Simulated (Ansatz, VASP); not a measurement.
Two plane-wave programs on AlN

```xyz
2
Lattice="0.0000 2.2016 2.2016 2.2016 0.0000 2.2016 2.2016 2.2016 0.0000" Properties=species:S:1:pos:R:3 pbc="T T T"
Al    0.0000    0.0000    0.0000
N     1.1008    1.1008    1.1008
```

Alike in both runs: functional PBE; k mesh 10 × 10 × 10; occupations gaussian, width 0.02 eV; no spin polarisation.

Ansatz relaxed the structure, and its values are those at the end. VASP's run is a single point on that final structure, the one shown.

|  | VASP | Ansatz |
| --- | --- | --- |
| version | VASP 6.6.1 | Ansatz 0.2.0 |
| potentials or method | VASP PAW PBE potentials, release 64 (Al, N), cutoff 600 eV | scalar-relativistic, plane waves, PAW |
| valence electrons in the cell | 8 | 8 |

VASP gave:

```
gap on the k mesh at the Fermi level (eV) : 3.30
least direct gap on the mesh (eV)         : 3.98
pressure (GPa)                            : -0.4
```

What did Ansatz give for the same quantities?

gap on the k mesh at the Fermi level (eV): 3.31; least direct gap on the mesh (eV): 3.98; pressure (GPa): 0.0.

The functional is the same, so the differences come from potentials, cutoffs and numerics.
